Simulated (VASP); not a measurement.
# Pd (Im-3m) in VASP: notebook

Pd is run at these levels: PBE; tasks: single point.

All numbers are computed with VASP 6.6.1; they aren't measurements. Logs are shortened: lines on timing, memory, paths and dates and some standing lists are left out, and cuts for length are marked.

**1. The cell of the first run**

The structure is cubic, space group Im-3m (No. 229). The conventional cell has a = 3.135 Å, b = 3.135 Å, c = 3.135 Å, α = 90.00°, β = 90.00°, γ = 90.00°. Within 3.6 Å of Pd (site symmetry m-3m) lie 14 Pd at 2.71 to 3.13 Å.

This isn't the form of Pd at room conditions, which is fcc.

**2. Single point, PBE**

INCAR reads:

```
SYSTEM = Pd
ALGO = Normal
EDIFF = 1E-6
ENCUT = 520
GGA = PE
ISIF = 2
ISMEAR = -1
LASPH = .TRUE.
LCHARG = .TRUE.
LELF = .TRUE.
LREAL = .FALSE.
LVHAR = .TRUE.
LWAVE = .FALSE.
NBANDS = 11
NELM = 80
PREC = Accurate
SIGMA = 0.08
```

KPOINTS reads:

```
k-points
0
G
  17 17 17
  0 0 0
```

POSCAR reads:

```
Pd
1.0
   -1.5673432371      1.5673432371      1.5673432371
    1.5673432371     -1.5673432371      1.5673432371
    1.5673432371      1.5673432371     -1.5673432371
Pd
1
Direct
    0.0000000000      0.0000000000      0.0000000000
```

Potentials or basis: VASP PAW PBE potentials, release 64 (Pd).

Run with:

```sh
$ cat potpaw_PBE.64/Pd/POTCAR > POTCAR
$ mpirun -np 1 vasp_std > vasp.out
```

OUTCAR:

```text
SYSTEM = Pd
   EDIFF = 1E-6
   ENCUT = 520
   GGA = PE
   ISIF = 2
   ISMEAR = -1
   LASPH = .TRUE.
   LREAL = .FALSE.
   NELM = 80
   PREC = Accurate

 ion  position               nearest neighbor table
   1  0.000  0.000  0.000-

  LATTYP: Found a body centered cubic cell.
 ALAT       =     3.1346864742

  Lattice vectors:

 A1 = (  -1.5673432371,   1.5673432371,   1.5673432371)
 A2 = (   1.5673432371,  -1.5673432371,   1.5673432371)
 A3 = (   1.5673432371,   1.5673432371,  -1.5673432371)

Analysis of symmetry for initial positions (statically):
=====================================================================
 Subroutine PRICEL returns:
 Original cell was already a primitive cell.

 Routine SETGRP: Setting up the symmetry group for a
 body centered cubic supercell.

 Subroutine GETGRP returns: Found 48 space group operations
 (whereof 48 operations were pure point group operations)
 out of a pool of 48 trial point group operations.

The static configuration has the point symmetry O_h .

Analysis of symmetry for dynamics (positions and initial velocities):
=====================================================================
 Subroutine PRICEL returns:
 Original cell was already a primitive cell.

 Routine SETGRP: Setting up the symmetry group for a
 body centered cubic supercell.

 Subroutine GETGRP returns: Found 48 space group operations
 (whereof 48 operations were pure point group operations)
 out of a pool of 48 trial point group operations.

The dynamic configuration has the point symmetry O_h .

 Subroutine INISYM returns: Found 48 space group operations
 (whereof 48 operations are pure point group operations),
 and found     1 'primitive' translations

----------------------------------------------------------------------------------------

                                     Primitive cell

  volume of cell :      15.4011

  direct lattice vectors                    reciprocal lattice vectors
    -1.567343237  1.567343237  1.567343237     0.000000000  0.319011170  0.319011170
     1.567343237 -1.567343237  1.567343237     0.319011170  0.000000000  0.319011170
     1.567343237  1.567343237 -1.567343237     0.319011170  0.319011170  0.000000000

  length of vectors
     2.714718120  2.714718120  2.714718120     0.451149923  0.451149923  0.451149923

  position of ions in fractional coordinates (direct lattice)
[... 80 lines left out ...]
   NSW    =      0    number of steps for IOM
   IBRION =     -1    ionic relax: 0-MD 1-quasi-New 2-CG
   NFREE  =      0    steps in history (QN), initial steepest desc. (CG)
   ISIF   =      2    stress and relaxation
   ISYM   =      2    0-nonsym 1-usesym 2-fastsym
   POTIM  = 0.5000    time-step for ionic-motion
   TEBEG  =    0.0;   TEEND  =   0.0 temperature during run
   PSTRESS=    0.0 pullay stress
   NELECT =      10.0000    total number of electrons
   NUPDOWN=      -1.0000    fix difference up-down
   EMIN   =  10.00;   EMAX   =-10.00  energy-range for DOS
   EFERMI =   0.00;   METHOD = LEGACY
   ISMEAR =    -1;   SIGMA  =   0.08  broadening in eV -4-tet -1-fermi 0-gaus
   EFERMI_NEDOS =   21; number of points for ismear=-14 and -15
   IALGO  =     38    algorithm
   IMIX   =      4    mixing-type and parameters
     AMIX     =   0.40;   BMIX     =  1.00
     AMIX_MAG =   1.60;   BMIX_MAG =  1.00
  volume/ion in A,a.u.               =      15.40       103.93
  Fermi-wavevector in a.u.,A,eV,Ry     =   1.417612  2.678898 27.342592  2.009624
  Thomas-Fermi vector in A             =   2.538824
   LORBIT       =      0    0 simple, 1 ext, 2 COOP (PROOUT), +10 PAW based schemes
   GGA     = PE    functional components
   LHFCALC =     F    Hartree Fock is set to
   AEXX    =    0.0000 exact exchange contribution
   IVDW    =     0    specifies the selected vdW correction
   LEPSILON=     F    determine dielectric tensor
   LRPA    =     F    only Hartree local field effects (RPA)
 non-spin polarized calculation
  energy-cutoff  :      520.00
  volume of cell :       15.40
 maximum number of plane-waves:       426
   NGX =  9   NGY =  9   NGZ =  9

 number of electron      10.0000006 magnetization

 Free energy of the ion-electron system (eV)
  ---------------------------------------------------
  ext. energy  EPLUGINS =         0.00000000
  ---------------------------------------------------
  free energy    TOTEN  =        -5.18583850 eV

  energy without entropy =       -5.15689535  energy(sigma->0) =       -5.17136693

 E-fermi :   9.0575     XC(G=0): -12.9118

 val. band max:        9.0368107581   @ k =  -0.4118   0.4118   0.2941
 cond. band min:       9.0673585488   @ k =   0.4118   0.0588  -0.0000
 fundamental gap:      0.0305477907
 Fermi energy:         9.0574597994

 k-point     1 :       0.0000    0.0000    0.0000
  band No.  band energies     occupation
      1       2.2695      2.00000
      2       6.3029      2.00000
      3       6.3029      2.00000
      4       6.3029      2.00000
      5       8.1709      1.99997
      6       8.1709      1.99997
      7      28.3666      0.00000
      8      28.3666      0.00000
      9      28.3666      0.00000
     10      35.9216      0.00000
     11      36.4837      0.00000
[... 309 lines left out ...]
 k-point    24 :       0.1765    0.1765    0.0000
  band No.  band energies     occupation
      1       4.6435      2.00000
      2       5.8027      2.00000
      3       5.9971      2.00000
      4       7.7374      2.00000
      5       8.3653      1.99965
      6       9.0263      1.19226
      7      23.8584      0.00000
      8      24.1035      0.00000
      9      28.2003      0.00000
     10      30.5748      0.00000
     11      34.6884      0.00000

 [... further k-points ...]

------------------------ aborting loop because EDIFF is reached ----------------------------------------

  FORCE on cell =-STRESS in cart. coord.  units (eV):
  Direction    XX          YY          ZZ          XY          YZ          ZX
  --------------------------------------------------------------------------------------
  -------------------------------------------------------------------------------------
  Total        0.0322983      0.0322983      0.0322983      0.0000000      0.0000000      0.0000000
  in kB        3.3599875      3.3599875      3.3599875      0.0000000      0.0000000      0.0000000
  external PRESSURE =       3.3599875 kB  Pullay stress =       0.0000000 kB

 VOLUME and BASIS-vectors are now :
 -----------------------------------------------------------------------------
  energy-cutoff  :      520.00
  volume of cell :       15.40
      direct lattice vectors                 reciprocal lattice vectors
    -1.567343237  1.567343237  1.567343237     0.000000000  0.319011170  0.319011170
     1.567343237 -1.567343237  1.567343237     0.319011170  0.000000000  0.319011170
     1.567343237  1.567343237 -1.567343237     0.319011170  0.319011170  0.000000000

 POSITION                                       TOTAL-FORCE (eV/Angst)
 -----------------------------------------------------------------------------------
      0.00000      0.00000      0.00000         0.000000     -0.000000      0.000000
 -----------------------------------------------------------------------------------
    total drift:                                0.000000     -0.000000      0.000000

  FREE ENERGIE OF THE ION-ELECTRON SYSTEM (eV)
  ---------------------------------------------------
  free  energy   TOTEN  =        -5.1858385028 eV

  energy  without entropy=       -5.1568953548  energy(sigma->0) =       -5.17136693
```

stdout:

```text
POSCAR found type information on POSCAR Pd
 POSCAR found :  1 types and       1 ions
 scaLAPACK will be used
 LDA part: xc-table for (Slater+PW92), standard interpolation
 POSCAR, INCAR and KPOINTS ok, starting setup
 FFT: planning ... GRIDC
 FFT: planning ... GRID_SOFT
 FFT: planning ... GRID
 WAVECAR not read
 entering main loop
```

Run time: 22 s. Hardware: 1 thread of Intel Xeon 8259CL, shared host; peak memory 0.14 GiB.

What came out:

```
Free energy            : -5.1858 eV
Pressure               : 0.3 GPa
Band gap on the k mesh : zero (bands 5 and 6 overlap by 1.51 eV)
```

**3. Single point, PBE**

INCAR reads:

```
PREC = Accurate ; ENCUT = 520
EDIFF = 1E-6 ; ISMEAR = -1
SIGMA = 0.08 ; LREAL = F
LASPH = T ; NELM = 100
ALGO = Normal ; ISIF = 2
LWAVE = F ; LCHARG = F
GGA = PE ; NBANDS = 11
```

KPOINTS reads:

```
regular mesh
0
Gamma
  17 17 17
```

POSCAR reads:

```
Pd
1.0
   -1.5669764322      1.5669764322      1.5669764322
    1.5669764322     -1.5669764322      1.5669764322
    1.5669764322      1.5669764322     -1.5669764322
Pd
1
Direct
    0.0000000000      0.0000000000      0.0000000000
```

Potentials or basis: VASP PAW PBE potentials, release 64 (Pd).

Run with:

```sh
$ cat potpaw_PBE.64/Pd/POTCAR > POTCAR
$ mpirun -np 1 vasp_std > vasp.out
```

Wall time 19 s (1 thread of Intel Xeon 8259CL, shared host); peak memory 0.15 GiB.

It converged, with:

```
Free energy            : -5.1858 eV
Pressure               : 0.5 GPa
Band gap on the k mesh : zero (bands 5 and 6 overlap by 1.52 eV)
```

Levels at points of the mesh, in eV from the Fermi level:
```
           k point  band 2  band 3  band 4  band 5  band 6  band 7  band 8  band 9
(0.00, 0.00, 0.00)   -2.76   -2.76   -2.76   -0.89   -0.89   19.31   19.31   19.31
```
